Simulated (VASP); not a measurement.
Here is a VASP 6.6.1 calculation.

The input POSCAR:

```
H4CO
1.0
    8.0548320000      0.0000000000      0.0000000000
    0.0000000000      8.0548320000      0.0000000000
    0.0000000000      0.0000000000      8.0548320000
C O H
6 6 24
Direct
    0.7449193230      0.6051150415      0.2119473131
    0.1277742354      0.8213579129      0.7389353372
    0.3477788239      0.2746674294      0.4718410018
    0.5411534344      0.1576569195     -0.0245194437
    0.6265307582      0.5969832766      0.7017030274
    0.2658528446      0.8335493527      0.3045997732
    0.6058847658      0.5466035791      0.3209998669
    0.0621862753      0.7116349540      0.6192307922
    0.3142834016      0.2479133022      0.2943078142
    0.5658342719      0.0696972947      0.1210453551
    0.7609221397      0.5282543447      0.6142772438
    0.2940222714      0.6679841367      0.3600447533
    0.7542801638      0.5307124965      0.1005110969
    0.6674378808      0.5326864670      0.4286371212
    0.7375696973      0.7384139111      0.1950257932
    0.8597696389      0.5925883991      0.2851083673
    0.0353328288      0.9075918654      0.7900599292
    0.1583149096      0.6713858216      0.5579135605
    0.2114258870      0.7651432084      0.8341204385
    0.2106437478      0.9056675546      0.6659605067
    0.2919241519      0.1702332215      0.5465539194
    0.3198328655      0.3577852400      0.2499990068
    0.4826543868      0.2641395873      0.4981357774
    0.3103106309      0.3964825089      0.5110969416
    0.6234270311      0.1223737503     -0.1207722272
    0.4847525063      0.1217033453      0.2033065370
    0.4221689540      0.1387365993     -0.0803492860
    0.5739039622      0.2898632771     -0.0062322839
    0.5319415725      0.5003704609      0.7037142426
    0.8716879508      0.5845683684      0.6287281969
    0.6440109490      0.6190693983      0.8382421880
    0.5645058767      0.7060358304      0.6480706239
    0.1383020776      0.8681000423      0.3239546151
    0.4137019866      0.6499452751      0.3654948980
    0.3347555852      0.9366427506      0.3715533732
    0.2951520280      0.8360323344      0.1716857658
```

The input INCAR.step1:

```
SYSTEM = H4CO
  PREC = Accurate
  ENCUT = 520
  ISMEAR = -1
  SIGMA = 0.02
  LREAL = Auto
  LASPH = .TRUE.
  NELM = 100
  NBANDS = 66
  GGA = PE
  ALGO = Normal
  EDIFF = 1E-4
  LWAVE = .TRUE.
  LCHARG = .FALSE.
```

INCAR.step2

```
SYSTEM = H4CO
  PREC = Accurate
  ENCUT = 520
  EDIFF = 1E-6
  ISMEAR = -1
  SIGMA = 0.02
  LREAL = Auto
  LASPH = .TRUE.
  NELM = 100
  ALGO = Normal
  ISIF = 2
  LWAVE = .FALSE.
  LCHARG = .FALSE.
  METAGGA = R2SCAN
  LMIXTAU = .TRUE.
  IVDW = 12
  VDW_S6 = 1.0
  VDW_S8 = 0.78981345
  VDW_A1 = 0.49484001
  VDW_A2 = 5.73083694
  NBANDS = 66
  ISTART = 1
```

File KPOINTS:

```
Automatic mesh
0
G
  1 1 1
  0 0 0
```

Potentials or basis: VASP PAW PBE potentials, release 64 (C, O, H).

Run with:

```bash
$ cat potpaw_PBE.64/C/POTCAR potpaw_PBE.64/O/POTCAR potpaw_PBE.64/H/POTCAR > POTCAR
$ cp INCAR.step1 INCAR
$ mpirun -np 1 vasp_gam > vasp.out
$ cp INCAR.step2 INCAR
$ mpirun -np 1 vasp_gam > vasp.out
```

Problem. Estimate the pressure.

Solution. -1.0 GPa.

Problem. Predict the dispersion energy per atom.

Solution. -0.013 eV.

Problem. What does it give for the band gap on the k mesh?

Solution. 5.16 eV.

Stress tensor (GPa, compression positive):
```
-1.00 -0.35  0.20
-0.35 -0.73 -0.56
 0.20 -0.56 -1.35
```

Caveat: the k points lie up to 0.78 Å⁻¹ apart; the PAW data sets were made with another functional, which shifts forces and pressure a little.
